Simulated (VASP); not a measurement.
Input of a VASP 6.6.1 run:

INCAR

```
PREC = Accurate
ENCUT = 520
EDIFF = 1E-6
ISMEAR = 0
SIGMA = 0.05
LREAL = F
LASPH = T
NELM = 100
ALGO = Normal
ISIF = 2
LWAVE = F
LCHARG = F
GGA = PE
NBANDS = 28
```

The input KPOINTS:

```
regular mesh
0
Gamma
  10 10 8
```

File POSCAR:

```
SnO
1.0
    3.8681707514      0.0000000000      0.0000000000
    0.0000000000      3.8681707514      0.0000000000
    0.0000000000      0.0000000000      5.0672768981
Sn O
2 2
Direct
    0.0000000000      0.5000000000      0.2287361932
    0.5000000000      0.0000000000      0.7712638068
   -0.0258520129      0.0000000000      0.0197344653
    0.5000000000      0.5000000000      0.0000000000
```

Potentials or basis: VASP PAW PBE potentials, release 64 (Sn_d, O).

Run with:

```sh
$ cat potpaw_PBE.64/Sn_d/POTCAR potpaw_PBE.64/O/POTCAR > POTCAR
$ mpirun -np 1 vasp_std > vasp.out
```

Task: Estimate the band gap on the k mesh.

Result: 0.48 eV (least direct gap 1.90 eV).

Task: Estimate the pressure.

Result: 0.5 GPa.

Task: Predict the largest force.

Result: 0.802 eV/Å.

Stress tensor (GPa, compression positive):
```
-0.60  0.00  0.41
 0.00  1.76  0.00
 0.41  0.00  0.34
```

Caveat: the cell differs from its parent crystal (atom 3 (O) moved by (-0.100, +0.100) A along x and z); spin-orbit coupling is left out, which moves the levels of the heavy elements. A k mesh can miss the band edges.
